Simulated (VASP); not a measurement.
# Ni (P6_3/mmc) in VASP: notebook, part 2 of 2

VASP 6.6.1. Earlier steps stand in the parts before.

## 4. Single point, r2SCAN

This run uses another cell than the first one, of 10.45 Å³/atom, 1.087 times its volume.

Input file POSCAR:

```
Ni
1.0
    2.4458476632      0.0000000000      0.0000000000
   -1.2229238316      2.1181662101      0.0000000000
    0.0000000000      0.0000000000      4.0343469480
Ni
2
Direct
    0.3333333333      0.6666666667      0.2500000000
    0.6666666667      0.3333333333      0.7500000000
```

Input file INCAR.step1:

```
SYSTEM = Ni
PREC = Accurate ; ENCUT = 520
ISMEAR = -1 ; SIGMA = 0.1
LREAL = .False. ; LASPH = .True.
NELM = 60 ; NBANDS = 17
GGA = PE ; ALGO = Normal
EDIFF = 1E-4 ; LWAVE = .True.
LCHARG = .False.
```

Input file INCAR.step2:

```
SYSTEM = Ni
PREC = Accurate ; ENCUT = 520
EDIFF = 1E-6 ; ISMEAR = -1
SIGMA = 0.1 ; LREAL = .False.
LASPH = .True. ; NELM = 60
ALGO = Normal ; ISIF = 2
LWAVE = .False. ; LCHARG = .False.
METAGGA = R2SCAN ; LMIXTAU = .True.
NBANDS = 17 ; ISTART = 1
```

Input file KPOINTS:

```
Automatic mesh
0
Gamma
  17 17 9
  0 0 0
```

Potentials or basis: VASP PAW PBE potentials, release 64 (Ni).

Command:

```console
cat potpaw_PBE.64/Ni/POTCAR > POTCAR
cp INCAR.step1 INCAR
mpirun -np 1 vasp_std > vasp.out
cp INCAR.step2 INCAR
mpirun -np 1 vasp_std > vasp.out
```

OUTCAR:

```text
SYSTEM = Ni
   PREC = Accurate
   ENCUT = 520
   EDIFF = 1E-6
   ISMEAR = -1
   LREAL = .False.
   LASPH = .True.
   NELM = 60
   ISIF = 2
   METAGGA = R2SCAN
   ISTART = 1

 ion  position               nearest neighbor table
   1  0.333  0.667  0.250-   2 2.46   2 2.46   2 2.46   2 2.46   2 2.46   2 2.46
   2  0.667  0.333  0.750-   1 2.46   1 2.46   1 2.46   1 2.46   1 2.46   1 2.46

  LATTYP: Found a hexagonal cell.
 ALAT       =     2.4458476632
 C/A-ratio  =     1.6494677934

  Lattice vectors:

 A1 = (   2.4458476632,   0.0000000000,   0.0000000000)
 A2 = (  -1.2229238316,   2.1181662101,   0.0000000000)
 A3 = (   0.0000000000,   0.0000000000,   4.0343469480)

Analysis of symmetry for initial positions (statically):
=====================================================================
 Subroutine PRICEL returns:
 Original cell was already a primitive cell.

 Routine SETGRP: Setting up the symmetry group for a
 hexagonal supercell.

 Subroutine GETGRP returns: Found 24 space group operations
 (whereof 12 operations were pure point group operations)
 out of a pool of 24 trial point group operations.

The static configuration has the point symmetry D_3d.
 The point group associated with its full space group is D_6h.

Analysis of symmetry for dynamics (positions and initial velocities):
=====================================================================
 Subroutine PRICEL returns:
 Original cell was already a primitive cell.

 Routine SETGRP: Setting up the symmetry group for a
 hexagonal supercell.

 Subroutine GETGRP returns: Found 24 space group operations
 (whereof 12 operations were pure point group operations)
 out of a pool of 24 trial point group operations.

The dynamic configuration has the point symmetry D_3d.
 The point group associated with its full space group is D_6h.

 Subroutine INISYM returns: Found 24 space group operations
 (whereof 12 operations are pure point group operations),
 and found     1 'primitive' translations

----------------------------------------------------------------------------------------

                                     Primitive cell

  volume of cell :      20.9008

  direct lattice vectors                    reciprocal lattice vectors
     2.445847663  0.000000000  0.000000000     0.408856208  0.236053242  0.000000000
    -1.222923832  2.118166210  0.000000000     0.000000000  0.472106483  0.000000000
     0.000000000  0.000000000  4.034346948     0.000000000  0.000000000  0.247871592

  length of vectors
     2.445847663  2.445847663  4.034346948     0.472106483  0.472106483  0.247871592

  position of ions in fractional coordinates (direct lattice)
     0.333333333  0.666666667  0.250000000
     0.666666667  0.333333333  0.750000000

  ion indices of the primitive-cell ions
   primitive index   ion index
                 1           1
                 2           2

----------------------------------------------------------------------------------------

 KPOINTS: Automatic mesh

Automatic generation of k-mesh.
 Grid dimensions read from file:
 generate k-points for:   17   17    9

 Generating k-lattice:

  Cartesian coordinates                     Fractional coordinates (reciprocal lattice)
     0.024050365  0.013885485  0.000000000     0.058823529  0.000000000  0.000000000
     0.000000000  0.027770970  0.000000000     0.000000000  0.058823529  0.000000000
     0.000000000  0.000000000  0.027541288     0.000000000  0.000000000  0.111111111

  Length of vectors
     0.027770970  0.027770970  0.027541288

  Shift w.r.t. Gamma in fractional coordinates (k-lattice)
     0.000000000  0.000000000  0.000000000

 Subroutine IBZKPT returns following result:
 ===========================================

 Found    165 irreducible k-points:

 Following reciprocal coordinates:
            Coordinates               Weight
  0.000000  0.000000  0.000000      1.000000
  0.058824  0.000000  0.000000      6.000000
  0.117647  0.000000  0.000000      6.000000
  0.176471 -0.000000  0.000000      6.000000
  0.235294  0.000000  0.000000      6.000000
  0.294118  0.000000  0.000000      6.000000
[... 16 lines left out ...]
  0.411765  0.117647  0.000000     12.000000
  0.176471  0.176471  0.000000      6.000000
 [... further k-points ...]
   k-points           NKPTS =    165   k-points in BZ     NKDIM =    165   number of bands    NBANDS=     17
   number of dos      NEDOS =    301   number of ions     NIONS =      2
   total plane-waves  NPLWV =   9720
   dimension x,y,z NGX =    18 NGY =   18 NGZ =   30
   dimension x,y,z NGXF=    36 NGYF=   36 NGZF=   60
   ions per type =               2
   NGX,Y,Z   is equivalent  to a cutoff of  12.23, 12.23, 12.36 a.u.
   NGXF,Y,Z  is equivalent  to a cutoff of  24.47, 24.47, 24.72 a.u.
 SYSTEM =  Ni
   PREC   = accura    normal or accurate (medium, high low for compatibility)
   ISTART =      1    job   : 0-new  1-cont  2-samecut
   ICHARG =      0    charge: 1-file 2-atom 10-const
   ISPIN  =      1    spin polarized calculation?
   LNONCOLLINEAR =      F non collinear calculations
   LSORBIT =      F    spin-orbit coupling
   LASPH  =      T    aspherical Exc in radial PAW
   ENCUT  =  520.0 eV  38.22 Ry    6.18 a.u.   4.55  4.55  7.50*2*pi/ulx,y,z
   NELM   =     60;   NELMIN=  2; NELMDL=  0     # of ELM steps
   EDIFF  = 0.1E-05   stopping-criterion for ELM
   LREAL  =      F    real-space projection
   EDIFFG = 0.1E-04   stopping-criterion for IOM
   NSW    =      0    number of steps for IOM
   IBRION =     -1    ionic relax: 0-MD 1-quasi-New 2-CG
   NFREE  =      0    steps in history (QN), initial steepest desc. (CG)
   ISIF   =      2    stress and relaxation
   ISYM   =      2    0-nonsym 1-usesym 2-fastsym
   POTIM  = 0.5000    time-step for ionic-motion
   TEBEG  =    0.0;   TEEND  =   0.0 temperature during run
   PSTRESS=    0.0 pullay stress
   NELECT =      20.0000    total number of electrons
   NUPDOWN=      -1.0000    fix difference up-down
   EMIN   =  10.00;   EMAX   =-10.00  energy-range for DOS
   EFERMI =   0.00;   METHOD = LEGACY
   ISMEAR =    -1;   SIGMA  =   0.10  broadening in eV -4-tet -1-fermi 0-gaus
   EFERMI_NEDOS =   21; number of points for ismear=-14 and -15
   IALGO  =     38    algorithm
   IMIX   =      4    mixing-type and parameters
     AMIX     =   0.40;   BMIX     =  1.00
     AMIX_MAG =   1.60;   BMIX_MAG =  1.00
  volume/ion in A,a.u.               =      10.45        70.52
  Fermi-wavevector in a.u.,A,eV,Ry     =   1.613234  3.048570 35.409472  2.602523
  Thomas-Fermi vector in A             =   2.708336
   LORBIT       =      0    0 simple, 1 ext, 2 COOP (PROOUT), +10 PAW based schemes
   METAGGA = R2SCAN    functional components
   LHFCALC =     F    Hartree Fock is set to
   AEXX    =    0.0000 exact exchange contribution
   IVDW    =     0    specifies the selected vdW correction
   LEPSILON=     F    determine dielectric tensor
   LRPA    =     F    only Hartree local field effects (RPA)
 non-spin polarized calculation
  energy-cutoff  :      520.00
  volume of cell :       20.90
 maximum number of plane-waves:       585
   NGX =  9   NGY =  9   NGZ = 15

 number of electron      19.9999987 magnetization

 Free energy of the ion-electron system (eV)
  ---------------------------------------------------
  ext. energy  EPLUGINS =         0.00000000
  ---------------------------------------------------
  free energy    TOTEN  =       -23.69260553 eV

  energy without entropy =      -23.51361652  energy(sigma->0) =      -23.60311103

 E-fermi :   9.5785     XC(G=0): -14.6287

 val. band max:        9.5784207662   @ k =   0.2353   0.1176   0.2222
 cond. band min:       9.5799640351   @ k =   0.4706   0.0000   0.3333
 fundamental gap:      0.0015432689
 Fermi energy:         9.5785309915

 k-point     1 :       0.0000    0.0000    0.0000
  band No.  band energies     occupation
      1       0.1026      2.00000
      2       4.7718      2.00000
      3       7.5348      2.00000
      4       7.6177      2.00000
      5       7.6177      2.00000
      6       7.9108      2.00000
[... 9 lines left out ...]
     16      36.2820      0.00000
     17      36.5335      0.00000

 k-point     2 :       0.0588    0.0000    0.0000
  band No.  band energies     occupation
      1       0.2326      2.00000
      2       4.8548      2.00000
      3       7.4309      2.00000
      4       7.6756      2.00000
      5       7.7037      2.00000
      6       7.8794      2.00000
[... 9 lines left out ...]
     16      34.7602      0.00000
     17      36.6047      0.00000
[... 421 lines left out ...]
 k-point    24 :       0.1765    0.1765    0.0000
  band No.  band energies     occupation
      1       3.2523      2.00000
      2       6.0679      2.00000
      3       6.2038      2.00000
      4       6.4759      2.00000
      5       7.4969      2.00000
      6       7.5932      2.00000
[... 9 lines left out ...]
     16      30.6455      0.00000
     17      31.2896      0.00000

 [... further k-points ...]
[... 5 lines left out ...]
  --------------------------------------------------------------------------------------
  -------------------------------------------------------------------------------------
  Total        0.0825548      0.0825548      0.0661524      0.0000000      0.0000000      0.0000000
  in kB        6.3283436      6.3283436      5.0709965      0.0000000      0.0000000      0.0000000
  external PRESSURE =       5.9092279 kB  Pullay stress =       0.0000000 kB

 VOLUME and BASIS-vectors are now :
 -----------------------------------------------------------------------------
  energy-cutoff  :      520.00
  volume of cell :       20.90
      direct lattice vectors                 reciprocal lattice vectors
     2.445847663  0.000000000  0.000000000     0.408856208  0.236053242  0.000000000
    -1.222923832  2.118166210  0.000000000     0.000000000  0.472106483  0.000000000
     0.000000000  0.000000000  4.034346948     0.000000000  0.000000000  0.247871592

 POSITION                                       TOTAL-FORCE (eV/Angst)
 -----------------------------------------------------------------------------------
     -0.00000      1.41211      1.00859        -0.000000     -0.000000      0.000000
      1.22292      0.70606      3.02576         0.000000      0.000000      0.000000
 -----------------------------------------------------------------------------------
    total drift:                                0.000000      0.000000     -0.000000

  FREE ENERGIE OF THE ION-ELECTRON SYSTEM (eV)
  ---------------------------------------------------
  free  energy   TOTEN  =       -23.6926055312 eV

  energy  without entropy=      -23.5136165189  energy(sigma->0) =      -23.60311103
```

Run time: 2.8 min. Hardware: 1 thread of Intel Xeon Platinum 8488C (Sapphire Rapids), shared host; peak memory 0.17 GiB.

What came out:

```
Free energy            : -23.6926 eV
Pressure               : 0.6 GPa
Band gap on the k mesh : zero (band 10 reaches 9.68 eV, above the bottom of band 11 at 9.14 eV)
```

Caveat: the PAW data sets were made with another functional, which shifts forces and pressure a little; the run has no spin polarisation, though such a crystal can be magnetic.

## 5. The runs side by side

```tsv
cell	gap on the mesh (eV)	pressure (GPa)
a = 2.379, b = 2.379, c = 3.924 Å, angles 90.0, 90.0, 120.0°, 2 atoms	none	23.6
a = 2.413, b = 2.413, c = 3.980 Å, angles 90.0, 90.0, 120.0°, 2 atoms	none	10.8
a = 2.446, b = 2.446, c = 4.034 Å, angles 90.0, 90.0, 120.0°, 2 atoms	none	0.6
```

Alike in all rows: task single point; level r2SCAN; potentials or basis VASP PAW PBE potentials, release 64 (Ni); no spin polarisation; k mesh 17 × 17 × 9; cutoff (eV) 520; smearing fermi-dirac 0.1 eV.

Caveats: the PAW data sets were made with another functional, which shifts forces and pressure a little; the run has no spin polarisation, though such a crystal can be magnetic.

Total energies depend on the potentials used, so only differences within one code and one set of settings carry meaning.
